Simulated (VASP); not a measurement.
The system is NaI.

```
CELL_PARAMETERS angstrom
0.00000 3.22963 3.22963
3.22963 0.00000 3.22963
3.22963 3.22963 0.00000
ATOMIC_POSITIONS crystal
Na 0.00000 0.00000 0.00000
I 0.50000 0.50000 0.50000
```

Base run:

- Program: VASP 6.6.1
- Functional: r2SCAN
- Potentials or basis: VASP PAW PBE potentials, release 64 (Na_pv, I)
- Cutoff: 520 eV
- k mesh: 8 × 8 × 8
- Occupations: gaussian, width 0.01 eV
- Spin: no spin polarisation

Its results: band gap on the k mesh 4.46 eV; pressure -0.1 GPa.

The run is repeated on the same cell with these changes: functional from r2SCAN to PBE. What comes out?

Band gap on the k mesh 3.66 eV; pressure 0.5 GPa.

Caveats: spin-orbit coupling is left out, which moves the levels of the heavy elements; the PAW data sets were made with another functional, which shifts forces and pressure a little (at least some runs).

